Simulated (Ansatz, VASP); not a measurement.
Two plane-wave programs on W

```
W
1.0
    -1.62355    1.62355    1.62355
     1.62355   -1.62355    1.62355
     1.62355    1.62355   -1.62355
W
1
Direct
  0.00000 0.00000 0.00000
```

Alike in both runs: task single point; functional r2SCAN; k mesh 14 × 14 × 14; no spin polarisation.

|  | VASP | Ansatz |
| --- | --- | --- |
| version | VASP 6.6.1 | Ansatz 0.2.0 |
| potentials or method | VASP PAW PBE potentials, release 64 (W_sv), cutoff 520 eV | PAW plane waves |
| occupations | fermi-dirac, width 0.1 eV | fermi-dirac |
| valence electrons in the cell | 14 | 14 |

```csv
,VASP,Ansatz,Ansatz less VASP
pressure (GPa),-19.1,-20.0,-0.87
```

VASP's potentials were made for PBE, not for r2SCAN.

Neither program's run includes spin-orbit coupling.
